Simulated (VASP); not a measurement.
Runs of VASP 6.6.1 on Cu. Symmetry: P6_3/mmc, No. 194, hexagonal system. Conventional cell: a = 2.534 Å, b = 2.534 Å, c = 4.113 Å, α = 90.00°, β = 90.00°, γ = 120.00°. Cu (site symmetry -6m2) has 12 Cu at 2.52 to 2.53 Å within 3.3 Å. 

| k mesh | gap on the mesh (eV) | pressure (GPa) |
| --- | --- | --- |
| 6 × 6 × 4 | none | 8.3 |
| 10 × 10 × 6 | none | 8.3 |
| 5 × 5 × 3 | none | 7.5 |
| 12 × 12 × 7 | none | (a) |
| 8 × 8 × 5 | none | 8.3 |
| 3 × 3 × 2 | none | 6.9 |

Alike in all rows: task single point; level PBE; potentials or basis VASP PAW PBE potentials, release 64 (Cu); no spin polarisation; cell as given; cutoff (eV) 600; smearing fermi-dirac 0.1 eV.

Question: Estimate the missing entries.

Answer: (a) 8.2.

Caveats: some runs use coarse meshes.

A gap of «none» marks levels without a gap at the run's occupations.
